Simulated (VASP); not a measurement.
# Sb (Im-3m) in VASP: notebook, part 2 of 2

VASP 6.6.1. Earlier steps stand in the parts before.

## Step 3: Single point, PBE

File INCAR:

```
PREC = Accurate
ENCUT = 520
EDIFF = 1E-6
ISMEAR = 0
SIGMA = 0.025
LREAL = F
LASPH = T
NELM = 100
ALGO = Normal
ISIF = 2
LWAVE = F
LCHARG = F
GGA = PE
NBANDS = 8
```

File KPOINTS:

```
Automatic mesh
0
Gamma
  10 10 10
```

File POSCAR:

```
Sb
1.0
   -1.8713408863      1.8713408863      1.8713408863
    1.8713408863     -1.8713408863      1.8713408863
    1.8713408863      1.8713408863     -1.8713408863
Sb
1
Direct
    0.0000000000      0.0000000000      0.0000000000
```

Potentials or basis: VASP PAW PBE potentials, release 64 (Sb).

On the command line:

```
$ cat potpaw_PBE.64/Sb/POTCAR > POTCAR
$ mpirun -np 1 vasp_std > vasp.out
```

OUTCAR:

```text
PREC = Accurate
   ENCUT = 520
   EDIFF = 1E-6
   ISMEAR = 0
   LREAL = F
   LASPH = T
   NELM = 100
   ISIF = 2
   GGA = PE

 ion  position               nearest neighbor table
   1  0.000  0.000  0.000-

  LATTYP: Found a body centered cubic cell.
 ALAT       =     3.7426817726

  Lattice vectors:

 A1 = (  -1.8713408863,   1.8713408863,   1.8713408863)
 A2 = (   1.8713408863,  -1.8713408863,   1.8713408863)
[... 441 lines left out ...]
      6      17.4063      0.00000
      7      18.6206      0.00000
      8      23.8263      0.00000

 [... further k-points ...]

------------------------ aborting loop because EDIFF is reached ----------------------------------------

  FORCE on cell =-STRESS in cart. coord.  units (eV):
  Direction    XX          YY          ZZ          XY          YZ          ZX
  --------------------------------------------------------------------------------------
  -------------------------------------------------------------------------------------
  Total        0.4947537      0.4947537      0.4947537      0.0000000      0.0000000     -0.0000000
  in kB       30.2399428     30.2399428     30.2399428      0.0000000      0.0000000     -0.0000000
  external PRESSURE =      30.2399428 kB  Pullay stress =       0.0000000 kB

 VOLUME and BASIS-vectors are now :
 -----------------------------------------------------------------------------
  energy-cutoff  :      520.00
  volume of cell :       26.21
      direct lattice vectors                 reciprocal lattice vectors
    -1.871340886  1.871340886  1.871340886     0.000000000  0.267188092  0.267188092
     1.871340886 -1.871340886  1.871340886     0.267188092  0.000000000  0.267188092
     1.871340886  1.871340886 -1.871340886     0.267188092  0.267188092  0.000000000

 POSITION                                       TOTAL-FORCE (eV/Angst)
 -----------------------------------------------------------------------------------
      0.00000      0.00000      0.00000         0.000000     -0.000000     -0.000000
 -----------------------------------------------------------------------------------
    total drift:                               -0.000000      0.000000      0.000000

  FREE ENERGIE OF THE ION-ELECTRON SYSTEM (eV)
  ---------------------------------------------------
  free  energy   TOTEN  =        -3.8851446319 eV

  energy  without entropy=       -3.8843149836  energy(sigma->0) =       -3.88472981
```

OSZICAR:

```text
N       E                     dE             d eps       ncg     rms          rms(c)
DAV:   1     0.496130559137E+01    0.49613E+01   -0.16817E+03   752   0.408E+02
DAV:   2    -0.380113863627E+01   -0.87624E+01   -0.83751E+01  1072   0.528E+01
DAV:   3    -0.388699821693E+01   -0.85860E-01   -0.85642E-01   888   0.596E+00
DAV:   4    -0.388727703120E+01   -0.27881E-03   -0.27881E-03  1160   0.406E-01
DAV:   5    -0.388727755729E+01   -0.52609E-06   -0.52702E-06   968   0.109E-02    0.182E+00
DAV:   6    -0.388582829995E+01    0.14493E-02   -0.14579E-03   920   0.208E-01    0.105E+00
DAV:   7    -0.388512393636E+01    0.70436E-03   -0.32528E-03   896   0.308E-01    0.586E-02
DAV:   8    -0.388514414929E+01   -0.20213E-04   -0.53330E-05  1024   0.549E-02    0.486E-03
DAV:   9    -0.388514463188E+01   -0.48260E-06   -0.65392E-07  1016   0.602E-03
   1 F= -.38851446E+01 E0= -.38847298E+01  d E =-.829648E-03
```

stdout:

```text
POSCAR found type information on POSCAR Sb
 POSCAR found :  1 types and       1 ions
 scaLAPACK will be used
 LDA part: xc-table for (Slater+PW92), standard interpolation
 POSCAR, INCAR and KPOINTS ok, starting setup
 FFT: planning ... GRIDC
 FFT: planning ... GRID_SOFT
 FFT: planning ... GRID
 WAVECAR not read
 entering main loop
```

Wall time 5.1 s (1 thread of AMD EPYC 7R13 (Zen 3), shared host); peak memory 0.11 GiB.

Results:

```
Free energy : -3.8851 eV
Pressure    : 3.0 GPa
```

Levels at points of the mesh, in eV from the Fermi level:
```csv
k point,band 1,band 2,band 3,band 4,band 5,band 6
"(0.00, 0.00, 0.00)",-13.04,5.72,5.72,5.72,10.67,10.67
"(0.50, 0.00, 0.00)",-8.83,-5.74,1.77,3.85,6.53,6.97
"(0.50, 0.50, 0.50)",-5.44,-2.04,-2.04,-2.04,2.93,2.93
```

Caveat: spin-orbit coupling is left out, which moves the levels of the heavy elements.

## Step 4: Single point, PBE

File INCAR:

```
SYSTEM = Sb
PREC = Accurate
ENCUT = 520
EDIFF = 1E-6
ISMEAR = 0
SIGMA = 0.026000000000000002
LREAL = .FALSE.
LASPH = .TRUE.
NELM = 80
ALGO = Normal
ISIF = 2
LWAVE = .FALSE.
LCHARG = .FALSE.
GGA = PE
NBANDS = 8
```

File KPOINTS:

```
Automatic mesh
0
G
  10 10 10
  0 0 0
```

POSCAR is that of step 3.

Potentials or basis: VASP PAW PBE potentials, release 64 (Sb).

On the command line:

```
$ cat potpaw_PBE.64/Sb/POTCAR > POTCAR
$ mpirun -np 1 vasp_std > vasp.out
```

OUTCAR:

```text
SYSTEM = Sb
   PREC = Accurate
   ENCUT = 520
   EDIFF = 1E-6
   ISMEAR = 0
   LREAL = .FALSE.
   LASPH = .TRUE.
   NELM = 80
   ISIF = 2
   GGA = PE

 ion  position               nearest neighbor table
   1  0.000  0.000  0.000-

  LATTYP: Found a body centered cubic cell.
 ALAT       =     3.7426817726

  Lattice vectors:

 A1 = (  -1.8713408863,   1.8713408863,   1.8713408863)
 A2 = (   1.8713408863,  -1.8713408863,   1.8713408863)
 A3 = (   1.8713408863,   1.8713408863,  -1.8713408863)

[... 433 lines left out ...]
  band No.  band energies     occupation
      1      -2.1362      2.00000
      2       7.1707      2.00000
      3      10.8362      0.00000
      4      12.2186      0.00000
      5      16.4954      0.00000
      6      17.4063      0.00000
      7      18.6206      0.00000
      8      23.8263      0.00000

 [... further k-points ...]
[... 5 lines left out ...]
  --------------------------------------------------------------------------------------
  -------------------------------------------------------------------------------------
  Total        0.4949873      0.4949873      0.4949873     -0.0000000     -0.0000000      0.0000000
  in kB       30.2542193     30.2542193     30.2542193     -0.0000000     -0.0000000      0.0000000
  external PRESSURE =      30.2542193 kB  Pullay stress =       0.0000000 kB

 VOLUME and BASIS-vectors are now :
 -----------------------------------------------------------------------------
  energy-cutoff  :      520.00
  volume of cell :       26.21
      direct lattice vectors                 reciprocal lattice vectors
    -1.871340886  1.871340886  1.871340886     0.000000000  0.267188092  0.267188092
     1.871340886 -1.871340886  1.871340886     0.267188092  0.000000000  0.267188092
     1.871340886  1.871340886 -1.871340886     0.267188092  0.267188092  0.000000000

 POSITION                                       TOTAL-FORCE (eV/Angst)
 -----------------------------------------------------------------------------------
      0.00000      0.00000      0.00000         0.000000      0.000000      0.000000
 -----------------------------------------------------------------------------------
    total drift:                                0.000000      0.000000      0.000000

  FREE ENERGIE OF THE ION-ELECTRON SYSTEM (eV)
  ---------------------------------------------------
  free  energy   TOTEN  =        -3.8851780957 eV

  energy  without entropy=       -3.8843005474  energy(sigma->0) =       -3.88473932
```

OSZICAR:

```text
N       E                     dE             d eps       ncg     rms          rms(c)
DAV:   1     0.496128610012E+01    0.49613E+01   -0.16817E+03   752   0.408E+02
DAV:   2    -0.380115132432E+01   -0.87624E+01   -0.83758E+01  1072   0.528E+01
DAV:   3    -0.388703153802E+01   -0.85880E-01   -0.85641E-01   888   0.596E+00
DAV:   4    -0.388731040734E+01   -0.27887E-03   -0.27887E-03  1160   0.406E-01
DAV:   5    -0.388731093342E+01   -0.52608E-06   -0.52706E-06   968   0.109E-02    0.182E+00
DAV:   6    -0.388586173830E+01    0.14492E-02   -0.14575E-03   920   0.208E-01    0.105E+00
DAV:   7    -0.388515741025E+01    0.70433E-03   -0.32518E-03   896   0.308E-01    0.586E-02
DAV:   8    -0.388517761343E+01   -0.20203E-04   -0.53315E-05  1024   0.549E-02    0.486E-03
DAV:   9    -0.388517809568E+01   -0.48225E-06   -0.65422E-07  1016   0.602E-03
   1 F= -.38851781E+01 E0= -.38847393E+01  d E =-.877548E-03
```

stdout:

```text
POSCAR found type information on POSCAR Sb
 POSCAR found :  1 types and       1 ions
 scaLAPACK will be used
 LDA part: xc-table for (Slater+PW92), standard interpolation
 POSCAR, INCAR and KPOINTS ok, starting setup
 FFT: planning ... GRIDC
 FFT: planning ... GRID_SOFT
 FFT: planning ... GRID
 WAVECAR not read
 entering main loop
```

Run time: 5.2 s. Hardware: 1 thread of AMD EPYC 7R13 (Zen 3), shared host; peak memory 0.11 GiB.

What came out:

| Property | Result |
| --- | --- |
| Free energy | -3.8852 eV |
| Pressure | 3.0 GPa |

Levels at points of the mesh, in eV from the Fermi level:
| k point | band 1 | band 2 | band 3 | band 4 | band 5 | band 6 |
| --- | --- | --- | --- | --- | --- | --- |
| (0.00, 0.00, 0.00) | -13.04 | 5.72 | 5.72 | 5.72 | 10.67 | 10.67 |
| (0.50, 0.00, 0.00) | -8.83 | -5.74 | 1.77 | 3.85 | 6.53 | 6.97 |
| (0.50, 0.50, 0.50) | -5.44 | -2.04 | -2.04 | -2.04 | 2.93 | 2.93 |

Caveat: spin-orbit coupling is left out, which moves the levels of the heavy elements.

## Step 5: Summary

| smearing | gap on the mesh (eV) | pressure (GPa) |
| --- | --- | --- |
| gaussian 0.024 eV | none | 3.0 |
| gaussian 0.025 eV | none | 3.0 |
| gaussian 0.026 eV | none | 3.0 |

Alike in all rows: task single point; level PBE; potentials or basis VASP PAW PBE potentials, release 64 (Sb); no spin polarisation; cell as given; k mesh 10 × 10 × 10; cutoff (eV) 520.

Every run on the cell as given and a fine mesh finds a metal.

Caveats: spin-orbit coupling is left out, which moves the levels of the heavy elements.

Total energies depend on the potentials used, so only differences within one code and one set of settings carry meaning.
